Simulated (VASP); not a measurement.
ZnS: single point with revPBE

Crystal: ZnS.

```
CELL_PARAMETERS angstrom
3.81200 0.00000 0.00000
-1.90600 3.30129 0.00000
0.00000 0.00000 18.68999
ATOMIC_POSITIONS crystal
Zn 0.33333 0.66667 0.83333
Zn 0.66667 0.33333 0.33333
Zn 0.66667 0.33333 0.66667
Zn 0.33333 0.66667 0.16667
Zn 0.00000 0.00000 0.50000
Zn 0.00000 0.00000 0.00000
S 0.33333 0.66667 0.95833
S 0.66667 0.33333 0.45833
S 0.66667 0.33333 0.79167
S 0.33333 0.66667 0.29167
S 0.00000 0.00000 0.62500
S 0.00000 0.00000 0.12500
```

- Program: VASP 6.6.1
- Task: single point
- Functional: revPBE
- Potentials or basis: VASP PAW PBE potentials, release 64 (Zn, S)
- Cutoff: 520 eV
- k mesh: 8 × 8 × 2
- Occupations: fermi-dirac, width 0.05 eV
- Spin: no spin polarisation

```yaml
Pressure: 4.3 GPa
Largest_force: 0.029 eV/Å
Band_gap_on_the_k_mesh: 2.29 eV
```

Forces on the atoms (eV/Å):
```
Zn   0.000  0.000  0.000
Zn   0.000  0.000  0.000
Zn   0.000  0.000  0.014
Zn   0.000  0.000  0.014
Zn   0.000  0.000 -0.002
Zn   0.000  0.000 -0.002
S    0.000  0.000 -0.029
S    0.000  0.000 -0.029
S    0.000  0.000 -0.007
S    0.000  0.000 -0.007
S    0.000  0.000  0.024
S    0.000  0.000  0.024
```

Levels at points of the mesh, in eV from the valence-band top:
```csv
k point,band 50,band 51,band 52,band 53,band 54,band 55,band 56,band 57,band 58,band 59
"(0.00, 0.00, 0.00)",-0.24,-0.24,-0.02,0.00,0.00,2.29,3.31,3.36,3.43,3.47
"(0.50, 0.00, 0.00)",-1.48,-1.26,-1.26,-1.09,-0.88,3.53,3.66,3.70,3.96,4.12
"(0.00, 0.00, 0.50)",-0.47,-0.07,-0.07,-0.07,-0.07,2.75,2.75,3.36,3.36,3.63
"(0.50, 0.00, 0.50)",-1.61,-1.21,-1.21,-0.98,-0.98,3.47,3.47,3.94,3.94,4.23
```

Run time: 10 min on 1 thread of Intel(R) Xeon(R) Platinum 8559C (Emerald Rapids), with other jobs on the host, peak memory 0.45 GiB.

Caveat: the cell stands under pressure; the PAW data sets were made with another functional, which shifts forces and pressure a little. revPBE gaps usually lie below the measured ones, often by a third to a half.
